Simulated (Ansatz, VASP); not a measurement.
## BeTe in VASP and in Ansatz

POSCAR

```
BeTe
1.0
    0.0000000000      2.8566308686      2.8566308686
    2.8566308686      0.0000000000      2.8566308686
    2.8566308686      2.8566308686      0.0000000000
Be Te
1 1
Direct
    0.0000000000      0.0000000000      0.0000000000
    0.2500000000      0.2500000000      0.2500000000
```

The input INCAR.step1:

```
SYSTEM = BeTe
PREC = Accurate
ENCUT = 660
ISMEAR = 0
SIGMA = 0.01
LREAL = .FALSE.
LASPH = .TRUE.
NELM = 120
NBANDS = 11
GGA = PE
ALGO = Normal
EDIFF = 1E-5
LWAVE = .TRUE.
LCHARG = .FALSE.
GGA_COMPAT = .FALSE.
```

The input INCAR.step2:

```
SYSTEM = BeTe
PREC = Accurate
ENCUT = 660
EDIFF = 1E-6
ISMEAR = 0
SIGMA = 0.01
LREAL = .FALSE.
LASPH = .TRUE.
NELM = 120
ALGO = Normal
ISIF = 2
LWAVE = .FALSE.
LCHARG = .FALSE.
METAGGA = R2SCAN
LMIXTAU = .TRUE.
NBANDS = 11
ISTART = 1
GGA_COMPAT = .FALSE.
```

KPOINTS

```
Automatic mesh
0
G
  6 6 6
  0 0 0
```

Input for Ansatz:

```yaml
crystal:
  lattice:
    - [0.0, 2.8566308686, 2.8566308686]
    - [2.8566308686, 0.0, 2.8566308686]
    - [2.8566308686, 2.8566308686, 0.0]
  atoms:
    - { symbol: Be, position: [0.0, 0.0, 0.0] }
    - { symbol: Te, position: [0.25, 0.25, 0.25] }
kpoints:
  mp_grid: { grid: [6, 6, 6] }
hamiltonian:
  xc: r2scan
scf:
  occupations: { method: fixed }
  n_extra_bands: 4
output:
  forces: true
  stress: true
  eigenvalues: true
```

Alike in both runs: task single point; functional r2SCAN; k mesh 6 × 6 × 6; no spin polarisation.

|  | VASP | Ansatz |
| --- | --- | --- |
| version | VASP 6.6.1 | Ansatz 0.2.0 |
| potentials or method | VASP PAW PBE potentials, release 64 (Be, Te) | plane waves, PAW |
| plane-wave cutoff (eV) | 660 | 500 |
| occupations | gaussian, width 0.01 eV | fixed |
| valence electrons in the cell | 8 | 18 |

Ansatz gave:

* gap on the k mesh at the Fermi level (eV): 2.44
* pressure (GPa): -1.6

Problem. Estimate VASP's values.

Solution. gap on the k mesh at the Fermi level (eV): 2.44; pressure (GPa): -1.5.

VASP's potentials were made for PBE, not for r2SCAN. VASP's potentials hold 8 valence electrons a cell and Ansatz's 18, so a difference there can come from the potentials and not from the codes.

Neither program's run includes spin-orbit coupling.
